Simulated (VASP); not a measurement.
## Sr4ZrPt: single point with PBE

The system is Sr4ZrPt.

```
CELL_PARAMETERS angstrom
-5.40463 5.40463 5.08111
5.40463 -5.40463 5.08111
5.40463 5.40463 -5.08111
ATOMIC_POSITIONS crystal
Sr 0.11903 0.31146 0.80758
Sr 0.06146 0.75388 0.69242
Sr 0.50388 0.31146 0.19242
Sr 0.06146 0.36903 0.30758
Sr 0.63097 0.93854 0.69242
Sr 0.68854 0.88097 0.19242
Sr 0.24612 0.93854 0.30758
Sr 0.68854 0.49612 0.80758
Zr 0.75000 0.25000 0.50000
Zr 0.00000 0.00000 0.00000
Pt 0.25000 0.75000 0.50000
Pt 0.50000 0.50000 0.00000
```

```yaml
Program: VASP 6.6.1
Task: single point
Functional: PBE
Potentials_or_basis: VASP PAW PBE potentials, release 64 (Sr_sv, Zr_sv, Pt)
Cutoff: 500 eV
k_mesh: 6 × 6 × 6
Occupations: gaussian, width 0.1 eV
Spin: no spin polarisation
```

```
Pressure               : 0.1 GPa
Largest force          : 0.037 eV/Å
Band gap on the k mesh : zero (bands 62 and 63 overlap by 0.12 eV)
```

Forces on the atoms (eV/Å):
```
Sr   0.000 -0.026 -0.027
Sr   0.026  0.000 -0.027
Sr   0.000  0.026 -0.027
Sr  -0.026  0.000 -0.027
Sr   0.000  0.026  0.027
Sr   0.026  0.000  0.027
Sr   0.000 -0.026  0.027
Sr  -0.026  0.000  0.027
Zr   0.000  0.000  0.000
Zr   0.000  0.000  0.000
Pt   0.000  0.000  0.000
Pt   0.000  0.000  0.000
```

Levels at points of the mesh, in eV from the Fermi level:
| k point | band 58 | band 59 | band 60 | band 61 | band 62 | band 63 | band 64 | band 65 | band 66 | band 67 |
| --- | --- | --- | --- | --- | --- | --- | --- | --- | --- | --- |
| (0.00, 0.00, 0.00) | -0.55 | -0.51 | -0.50 | -0.50 | 0.04 | 0.04 | 0.11 | 0.11 | 0.30 | 0.39 |
| (0.50, 0.00, 0.00) | -0.51 | -0.31 | -0.24 | -0.19 | -0.10 | 0.06 | 0.16 | 0.21 | 0.38 | 0.39 |
| (0.50, 0.50, 0.00) | -0.37 | -0.25 | -0.25 | -0.24 | -0.24 | 0.12 | 0.12 | 0.20 | 0.20 | 0.36 |
| (0.50, 0.50, 0.50) | -0.49 | -0.22 | -0.22 | -0.10 | -0.10 | -0.01 | -0.01 | 0.32 | 0.32 | 0.53 |

Wall time 24 min on 1 thread of Intel(R) Xeon(R) 6975P-C (Granite Rapids) (shared host), peak memory 1.4 GiB.

Caveat: spin-orbit coupling is left out, which moves the levels of the heavy elements.
